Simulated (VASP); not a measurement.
# GaAs (F-43m) in VASP: notebook

GaAs is run at these levels: LDA; tasks: single point.

All numbers are computed with VASP 6.6.1; they aren't measurements. Logs are shortened: lines on timing, memory, paths and dates and some standing lists are left out, and cuts for length are marked.

## 1. The cell of the first run

Symmetry: F-43m, No. 216, cubic system. Conventional cell: a = 5.670 Å, b = 5.670 Å, c = 5.670 Å, α = 90.00°, β = 90.00°, γ = 90.00°. Within 3.2 Å of Ga (site symmetry -43m) lie 4 As at 2.46 Å. As (site symmetry -43m) has 4 Ga at 2.46 Å within 3.2 Å.

## 2. Single point, LDA

Contents of INCAR:

```
SYSTEM = GaAs
ALGO = Normal ; EDIFF = 1E-6
ENCUT = 500 ; GGA_COMPAT = .False.
ISIF = 2 ; ISMEAR = 0
LASPH = .True. ; LCHARG = .False.
LREAL = .False. ; LWAVE = .False.
NBANDS = 16 ; NELM = 120
PREC = Accurate ; SIGMA = 0.1
```

Contents of KPOINTS:

```
k-points
0
Gamma
  6 6 6
  0 0 0
```

Contents of POSCAR:

```
GaAs
1.0
    0.0000000000      2.8350000000      2.8350000000
    2.8350000000      0.0000000000      2.8350000000
    2.8350000000      2.8350000000      0.0000000000
Ga As
1 1
Direct
    0.0000000000      0.0000000000      0.0000000000
    0.2500000000      0.2500000000      0.2500000000
```

Potentials or basis: VASP PAW LDA potentials, release 64 (Ga_d, As).

On the command line:

```console
> cat potpaw_LDA.64/Ga_d/POTCAR potpaw_LDA.64/As/POTCAR > POTCAR
> mpirun -np 1 vasp_std > vasp.out
```

OUTCAR:

```text
SYSTEM = GaAs
   EDIFF = 1E-6
   ENCUT = 500
   ISIF = 2
   ISMEAR = 0
   LASPH = .True.
   LREAL = .False.
   NELM = 120
   PREC = Accurate

 ion  position               nearest neighbor table
   1  0.000  0.000  0.000-   2 2.46   2 2.46   2 2.46   2 2.46
   2  0.250  0.250  0.250-   1 2.46   1 2.46   1 2.46   1 2.46

  LATTYP: Found a face centered cubic cell.
 ALAT       =     5.6700000000

  Lattice vectors:

 A1 = (   0.0000000000,   2.8350000000,   2.8350000000)
 A2 = (   2.8350000000,   0.0000000000,   2.8350000000)
 A3 = (   2.8350000000,   2.8350000000,   0.0000000000)

Analysis of symmetry for initial positions (statically):
=====================================================================
 Subroutine PRICEL returns:
 Original cell was already a primitive cell.

 Routine SETGRP: Setting up the symmetry group for a
 face centered cubic supercell.

 Subroutine GETGRP returns: Found 24 space group operations
 (whereof 24 operations were pure point group operations)
 out of a pool of 48 trial point group operations.

The static configuration has the point symmetry T_d .

Analysis of symmetry for dynamics (positions and initial velocities):
=====================================================================
 Subroutine PRICEL returns:
 Original cell was already a primitive cell.

 Routine SETGRP: Setting up the symmetry group for a
 face centered cubic supercell.

 Subroutine GETGRP returns: Found 24 space group operations
 (whereof 24 operations were pure point group operations)
 out of a pool of 48 trial point group operations.

The dynamic configuration has the point symmetry T_d .

 Subroutine INISYM returns: Found 24 space group operations
 (whereof 24 operations are pure point group operations),
 and found     1 'primitive' translations

----------------------------------------------------------------------------------------

                                     Primitive cell

  volume of cell :      45.5711

  direct lattice vectors                    reciprocal lattice vectors
     0.000000000  2.835000000  2.835000000    -0.176366843  0.176366843  0.176366843
     2.835000000  0.000000000  2.835000000     0.176366843 -0.176366843  0.176366843
     2.835000000  2.835000000  0.000000000     0.176366843  0.176366843 -0.176366843

  length of vectors
     4.009295449  4.009295449  4.009295449     0.305476333  0.305476333  0.305476333

  position of ions in fractional coordinates (direct lattice)
     0.000000000  0.000000000  0.000000000
     0.250000000  0.250000000  0.250000000

  ion indices of the primitive-cell ions
   primitive index   ion index
                 1           1
                 2           2

----------------------------------------------------------------------------------------

 KPOINTS: k-points

Automatic generation of k-mesh.
 Grid dimensions read from file:
 generate k-points for:    6    6    6

 Generating k-lattice:

  Cartesian coordinates                     Fractional coordinates (reciprocal lattice)
    -0.029394474  0.029394474  0.029394474     0.166666667  0.000000000  0.000000000
     0.029394474 -0.029394474  0.029394474     0.000000000  0.166666667  0.000000000
     0.029394474  0.029394474 -0.029394474     0.000000000  0.000000000  0.166666667

  Length of vectors
     0.050912722  0.050912722  0.050912722

  Shift w.r.t. Gamma in fractional coordinates (k-lattice)
     0.000000000  0.000000000  0.000000000

 Subroutine IBZKPT returns following result:
 ===========================================

 Found     16 irreducible k-points:

 Following reciprocal coordinates:
            Coordinates               Weight
  0.000000  0.000000  0.000000      1.000000
  0.166667  0.000000  0.000000      8.000000
  0.333333  0.000000  0.000000      8.000000
  0.500000  0.000000  0.000000      4.000000
  0.166667  0.166667  0.000000      6.000000
  0.333333  0.166667  0.000000     24.000000
[... 8 lines left out ...]
 -0.333333  0.333333  0.166667     24.000000
 -0.333333  0.500000  0.166667     12.000000
   k-points           NKPTS =     16   k-points in BZ     NKDIM =     16   number of bands    NBANDS=     16
   number of dos      NEDOS =    301   number of ions     NIONS =      2
   total plane-waves  NPLWV =  27000
   dimension x,y,z NGX =    30 NGY =   30 NGZ =   30
   dimension x,y,z NGXF=    60 NGYF=   60 NGZF=   60
   ions per type =               1   1
   NGX,Y,Z   is equivalent  to a cutoff of  12.44, 12.44, 12.44 a.u.
   NGXF,Y,Z  is equivalent  to a cutoff of  24.88, 24.88, 24.88 a.u.
 SYSTEM =  GaAs
   PREC   = accura    normal or accurate (medium, high low for compatibility)
   ISTART =      0    job   : 0-new  1-cont  2-samecut
   ICHARG =      2    charge: 1-file 2-atom 10-const
   ISPIN  =      1    spin polarized calculation?
   LNONCOLLINEAR =      F non collinear calculations
   LSORBIT =      F    spin-orbit coupling
   LASPH  =      T    aspherical Exc in radial PAW
   ENCUT  =  500.0 eV  36.75 Ry    6.06 a.u.   7.31  7.31  7.31*2*pi/ulx,y,z
   NELM   =    120;   NELMIN=  2; NELMDL= -5     # of ELM steps
   EDIFF  = 0.1E-05   stopping-criterion for ELM
   LREAL  =      F    real-space projection
   EDIFFG = 0.1E-04   stopping-criterion for IOM
   NSW    =      0    number of steps for IOM
   IBRION =     -1    ionic relax: 0-MD 1-quasi-New 2-CG
   NFREE  =      0    steps in history (QN), initial steepest desc. (CG)
   ISIF   =      2    stress and relaxation
   ISYM   =      2    0-nonsym 1-usesym 2-fastsym
   POTIM  = 0.5000    time-step for ionic-motion
   TEBEG  =    0.0;   TEEND  =   0.0 temperature during run
   PSTRESS=    0.0 pullay stress
   NELECT =      18.0000    total number of electrons
   NUPDOWN=      -1.0000    fix difference up-down
   EMIN   =  10.00;   EMAX   =-10.00  energy-range for DOS
   EFERMI =   0.00;   METHOD = LEGACY
   ISMEAR =     0;   SIGMA  =   0.10  broadening in eV -4-tet -1-fermi 0-gaus
   EFERMI_NEDOS =   21; number of points for ismear=-14 and -15
   IALGO  =     38    algorithm
   IMIX   =      4    mixing-type and parameters
     AMIX     =   0.40;   BMIX     =  1.00
     AMIX_MAG =   1.60;   BMIX_MAG =  1.00
  volume/ion in A,a.u.               =      22.79       153.76
  Fermi-wavevector in a.u.,A,eV,Ry     =   1.201165  2.269872 19.630444  1.442797
  Thomas-Fermi vector in A             =   2.336981
   LORBIT       =      0    0 simple, 1 ext, 2 COOP (PROOUT), +10 PAW based schemes
   GGA     = CA    functional components
   LHFCALC =     F    Hartree Fock is set to
   AEXX    =    0.0000 exact exchange contribution
   IVDW    =     0    specifies the selected vdW correction
   LEPSILON=     F    determine dielectric tensor
   LRPA    =     F    only Hartree local field effects (RPA)
 non-spin polarized calculation
 Gauss-broadening in eV      SIGMA  =   0.10
  energy-cutoff  :      500.00
  volume of cell :       45.57
 maximum number of plane-waves:      1173
 NGX is ok and might be reduce to    30
   NGX = 15   NGY = 15   NGZ = 15

 number of electron      17.9999989 magnetization

 Free energy of the ion-electron system (eV)
  ---------------------------------------------------
  ext. energy  EPLUGINS =         0.00000000
  ---------------------------------------------------
  free energy    TOTEN  =        -9.60490429 eV

  energy without entropy =       -9.60474803  energy(sigma->0) =       -9.60482616

 E-fermi :   3.8774     XC(G=0):  -9.8717

 val. band max:        3.7285573892   @ k =   0.0000   0.0000   0.0000
 cond. band min:       3.9916894008   @ k =   0.0000   0.0000   0.0000
 fundamental gap:      0.2631320116
 Fermi energy:         3.8773785902

 k-point     1 :       0.0000    0.0000    0.0000
  band No.  band energies     occupation
      1     -11.1977      2.00000
      2     -11.1977      2.00000
      3     -11.1977      2.00000
      4     -11.1220      2.00000
      5     -11.1220      2.00000
      6      -8.9754      2.00000
[... 8 lines left out ...]
     15      13.8699      0.00000
     16      13.8699      0.00000

 k-point     2 :       0.1667    0.0000    0.0000
  band No.  band energies     occupation
      1     -11.2181      2.00000
      2     -11.1920      2.00000
      3     -11.1920      2.00000
      4     -11.1221      2.00000
      5     -11.1221      2.00000
      6      -8.6600      2.00000
[... 8 lines left out ...]
     15      12.7394      0.00000
     16      12.7394      0.00000

 k-point     3 :       0.3333    0.0000    0.0000
  band No.  band energies     occupation
      1     -11.2545      2.00000
      2     -11.1826      2.00000
      3     -11.1826      2.00000
      4     -11.1204      2.00000
      5     -11.1204      2.00000
      6      -7.8443      2.00000
[... 8 lines left out ...]
     15      13.3390      0.00000
     16      13.3390      0.00000

 k-point     4 :       0.5000    0.0000    0.0000
  band No.  band energies     occupation
      1     -11.2711      2.00000
      2     -11.1792      2.00000
      3     -11.1792      2.00000
      4     -11.1183      2.00000
      5     -11.1183      2.00000
      6      -7.2368      2.00000
[... 8 lines left out ...]
     15      15.4942      0.00000
     16      15.4942      0.00000
[... 172 lines left out ...]
 k-point    14 :       0.5000    0.3333    0.1667
  band No.  band energies     occupation
      1     -11.2770      2.00000
      2     -11.1719      2.00000
      3     -11.1652      2.00000
      4     -11.1319      2.00000
      5     -11.1162      2.00000
      6      -7.1903      2.00000
[... 8 lines left out ...]
     15      14.6883      0.00000
     16      16.6549      0.00000

 k-point    15 :      -0.3333    0.3333    0.1667
  band No.  band energies     occupation
      1     -11.2840      2.00000
      2     -11.1715      2.00000
      3     -11.1605      2.00000
      4     -11.1296      2.00000
      5     -11.1185      2.00000
      6      -6.6937      2.00000
[... 8 lines left out ...]
     15      15.7333      0.00000
     16      16.3318      0.00000

 k-point    16 :      -0.3333    0.5000    0.1667
  band No.  band energies     occupation
      1     -11.2927      2.00000
      2     -11.1637      2.00000
      3     -11.1546      2.00000
      4     -11.1363      2.00000
      5     -11.1151      2.00000
      6      -6.4643      2.00000
[... 8 lines left out ...]
     15      15.8154      0.00000
     16      16.8968      0.00000

------------------------ aborting loop because EDIFF is reached ----------------------------------------

  FORCE on cell =-STRESS in cart. coord.  units (eV):
  Direction    XX          YY          ZZ          XY          YZ          ZX
  --------------------------------------------------------------------------------------
  -------------------------------------------------------------------------------------
  Total       -0.6272769     -0.6272769     -0.6272769      0.0000000      0.0000000     -0.0000000
  in kB      -22.0536616    -22.0536616    -22.0536616      0.0000000      0.0000000     -0.0000000
  external PRESSURE =     -22.0536616 kB  Pullay stress =       0.0000000 kB

 VOLUME and BASIS-vectors are now :
 -----------------------------------------------------------------------------
  energy-cutoff  :      500.00
  volume of cell :       45.57
      direct lattice vectors                 reciprocal lattice vectors
     0.000000000  2.835000000  2.835000000    -0.176366843  0.176366843  0.176366843
     2.835000000  0.000000000  2.835000000     0.176366843 -0.176366843  0.176366843
     2.835000000  2.835000000  0.000000000     0.176366843  0.176366843 -0.176366843

 POSITION                                       TOTAL-FORCE (eV/Angst)
 -----------------------------------------------------------------------------------
      0.00000      0.00000      0.00000        -0.000000     -0.000000     -0.000000
      1.41750      1.41750      1.41750         0.000000      0.000000      0.000000
 -----------------------------------------------------------------------------------
    total drift:                               -0.000000     -0.000000     -0.000000

  FREE ENERGIE OF THE ION-ELECTRON SYSTEM (eV)
  ---------------------------------------------------
  free  energy   TOTEN  =        -9.6049042941 eV

  energy  without entropy=       -9.6047480330  energy(sigma->0) =       -9.60482616
```

Run time: 18 s. Hardware: 1 thread of Intel Xeon 8259CL, shared host; peak memory 0.15 GiB.

Results:

| Quantity | Value |
| --- | --- |
| Free energy | -9.6049 eV |
| Pressure | -2.2 GPa |
| Band gap on the k mesh | 0.26 eV |

## 3. Single point, LDA

This run uses another cell than the first one, of 21.99 Å³/atom.

Contents of INCAR:

```
PREC = Accurate
ENCUT = 500
EDIFF = 1E-6
ISMEAR = 0
SIGMA = 0.01
LREAL = False
LASPH = True
NELM = 120
ALGO = Normal
ISIF = 2
LWAVE = False
LCHARG = False
NBANDS = 16
GGA_COMPAT = False
```

Contents of KPOINTS:

```
regular mesh
0
Gamma
  12 12 12
```

Contents of POSCAR:

```
GaAs
1.0
    0.0000000000      2.8016260673      2.8016260673
    2.8016260673      0.0000000000      2.8016260673
    2.8016260673      2.8016260673      0.0000000000
Ga As
1 1
Direct
    0.0000000000      0.0000000000      0.0000000000
    0.2500000000      0.2500000000      0.2500000000
```

Potentials or basis: VASP PAW LDA potentials, release 64 (Ga_d, As).

On the command line:

```console
> cat potpaw_LDA.64/Ga_d/POTCAR potpaw_LDA.64/As/POTCAR > POTCAR
> mpirun -np 1 vasp_std > vasp.out
```

Run time: 67 s. Hardware: 1 thread of Intel Xeon 8259CL, shared host; peak memory 0.18 GiB.

It converged, with:

| Quantity | Value |
| --- | --- |
| Free energy | -9.6420 eV |
| Pressure | 0.3 GPa |
| Band gap on the k mesh | 0.54 eV |

Levels at points of the mesh, in eV from the valence-band top:
| k point | band 5 | band 6 | band 7 | band 8 | band 9 | band 10 | band 11 | band 12 | band 13 | band 14 |
| --- | --- | --- | --- | --- | --- | --- | --- | --- | --- | --- |
| (0.00, 0.00, 0.00) | -14.89 | -12.96 | 0.00 | 0.00 | 0.00 | 0.54 | 3.68 | 3.68 | 3.68 | 7.43 |
| (0.50, 0.00, 0.00) | -14.89 | -11.11 | -6.84 | -1.19 | -1.19 | 0.94 | 4.59 | 4.59 | 7.59 | 10.41 |
| (0.50, 0.50, 0.00) | -14.88 | -10.34 | -7.00 | -2.79 | -2.79 | 1.29 | 1.54 | 10.26 | 10.26 | 11.04 |

## 4. Single point, LDA

This run uses another cell than the first one, of 21.99 Å³/atom.

Contents of INCAR:

```
SYSTEM = GaAs
PREC = Accurate ; ENCUT = 500
EDIFF = 1E-6 ; ISMEAR = 0
SIGMA = 0.02 ; LREAL = .FALSE.
LASPH = .TRUE. ; NELM = 120
ALGO = Normal ; ISIF = 2
LWAVE = .FALSE. ; LCHARG = .TRUE.
LELF = .TRUE. ; LVHAR = .TRUE.
NBANDS = 16 ; GGA_COMPAT = .FALSE.
```

Contents of KPOINTS:

```
Automatic mesh
0
G
  12 12 12
  0 0 0
```

POSCAR is that of step 3.

Potentials or basis: VASP PAW LDA potentials, release 64 (Ga_d, As).

On the command line:

```console
> cat potpaw_LDA.64/Ga_d/POTCAR potpaw_LDA.64/As/POTCAR > POTCAR
> mpirun -np 1 vasp_std > vasp.out
```

OUTCAR:

```text
SYSTEM = GaAs
   PREC = Accurate
   ENCUT = 500
   EDIFF = 1E-6
   ISMEAR = 0
   LREAL = .FALSE.
   LASPH = .TRUE.
   NELM = 120
   ISIF = 2

 ion  position               nearest neighbor table
   1  0.000  0.000  0.000-   2 2.43   2 2.43   2 2.43   2 2.43
   2  0.250  0.250  0.250-   1 2.43   1 2.43   1 2.43   1 2.43

  LATTYP: Found a face centered cubic cell.
 ALAT       =     5.6032521346

  Lattice vectors:

 A1 = (   0.0000000000,   2.8016260673,   2.8016260673)
 A2 = (   2.8016260673,   0.0000000000,   2.8016260673)
 A3 = (   2.8016260673,   2.8016260673,   0.0000000000)

[... 641 lines left out ...]

  FORCE on cell =-STRESS in cart. coord.  units (eV):
  Direction    XX          YY          ZZ          XY          YZ          ZX
  --------------------------------------------------------------------------------------
  -------------------------------------------------------------------------------------
  Total        0.0865626      0.0865626      0.0865626      0.0000000      0.0000000     -0.0000000
  in kB        3.1534099      3.1534099      3.1534099      0.0000000      0.0000000     -0.0000000
  external PRESSURE =       3.1534099 kB  Pullay stress =       0.0000000 kB

 VOLUME and BASIS-vectors are now :
 -----------------------------------------------------------------------------
  energy-cutoff  :      500.00
  volume of cell :       43.98
      direct lattice vectors                 reciprocal lattice vectors
     0.000000000  2.801626067  2.801626067    -0.178467785  0.178467785  0.178467785
     2.801626067  0.000000000  2.801626067     0.178467785 -0.178467785  0.178467785
     2.801626067  2.801626067  0.000000000     0.178467785  0.178467785 -0.178467785

 POSITION                                       TOTAL-FORCE (eV/Angst)
 -----------------------------------------------------------------------------------
      0.00000      0.00000      0.00000        -0.000000     -0.000000     -0.000000
      1.40081      1.40081      1.40081         0.000000      0.000000      0.000000
 -----------------------------------------------------------------------------------
    total drift:                               -0.000000     -0.000000     -0.000000

  FREE ENERGIE OF THE ION-ELECTRON SYSTEM (eV)
  ---------------------------------------------------
  free  energy   TOTEN  =        -9.6419655560 eV

  energy  without entropy=       -9.6419655560  energy(sigma->0) =       -9.64196556
```

OSZICAR:

```text
N       E                     dE             d eps       ncg     rms          rms(c)
DAV:   1     0.787833474054E+02    0.78783E+02   -0.88812E+03  2392   0.155E+03
DAV:   2    -0.369631623268E+01   -0.82480E+02   -0.78713E+02  2600   0.296E+02
DAV:   3    -0.978428163423E+01   -0.60880E+01   -0.60699E+01  2800   0.645E+01
DAV:   4    -0.987543306590E+01   -0.91151E-01   -0.91141E-01  2880   0.871E+00
DAV:   5    -0.987668526081E+01   -0.12522E-02   -0.12522E-02  2832   0.899E-01    0.308E+00
DAV:   6    -0.968784233652E+01    0.18884E+00   -0.21785E-01  3608   0.832E+00    0.180E+00
DAV:   7    -0.964518027513E+01    0.42662E-01   -0.65240E-02  3264   0.191E+00    0.524E-01
DAV:   8    -0.964198723530E+01    0.31930E-02   -0.90307E-03  2832   0.104E+00    0.112E-01
DAV:   9    -0.964195555969E+01    0.31676E-04   -0.68102E-04  2800   0.318E-01    0.405E-02
DAV:  10    -0.964196088223E+01   -0.53225E-05   -0.42217E-05  3544   0.708E-02    0.213E-02
DAV:  11    -0.964196569842E+01   -0.48162E-05   -0.70141E-06  2648   0.404E-02    0.278E-03
DAV:  12    -0.964196555603E+01    0.14239E-06   -0.48378E-07  1880   0.109E-02
   1 F= -.96419656E+01 E0= -.96419656E+01  d E =-.420914E-30
```

stdout:

```text
POSCAR found type information on POSCAR GaAs
 POSCAR found :  2 types and       2 ions
 scaLAPACK will be used
 LDA part: xc-table for (Slater(with rela. corr.)+CA(PZ))
 , standard interpolation
 POSCAR, INCAR and KPOINTS ok, starting setup
 FFT: planning ... GRIDC
 FFT: planning ... GRID_SOFT
 FFT: planning ... GRID
 WAVECAR not read
 entering main loop
```

Wall time 73 s (1 thread of Intel Xeon 8259CL, shared host); peak memory 0.18 GiB.

What came out:

- Free energy: -9.6420 eV
- Pressure: 0.3 GPa
- Band gap on the k mesh: 0.54 eV

Levels at points of the mesh, in eV from the valence-band top:
| k point | band 6 | band 7 | band 8 | band 9 | band 10 | band 11 | band 12 | band 13 |
| --- | --- | --- | --- | --- | --- | --- | --- | --- |
| (0.00, 0.00, 0.00) | -12.96 | 0.00 | 0.00 | 0.00 | 0.54 | 3.68 | 3.68 | 3.68 |
| (0.50, 0.00, 0.00) | -11.11 | -6.84 | -1.19 | -1.19 | 0.94 | 4.59 | 4.59 | 7.59 |
| (0.50, 0.50, 0.00) | -10.34 | -7.00 | -2.79 | -2.79 | 1.29 | 1.54 | 10.26 | 10.26 |

A k mesh can miss the band edges.

## 5. Summary

```csv
cell,k mesh,smearing,gap on the mesh (eV),pressure (GPa)
"a = 4.009 Å, angles 60.0°, 2 atoms",6 × 6 × 6,gaussian 0.1 eV,0.26,-2.2
"a = 3.962 Å, angles 60.0°, 2 atoms",12 × 12 × 12,gaussian 0.01 eV,0.54,0.3
"a = 3.962 Å, angles 60.0°, 2 atoms",12 × 12 × 12,gaussian 0.02 eV,0.54,0.3
```

Alike in all rows: task single point; level LDA; potentials or basis VASP PAW LDA potentials, release 64 (Ga_d, As); no spin polarisation; cutoff (eV) 500.

Total energies depend on the potentials used, so only differences within one code and one set of settings carry meaning.
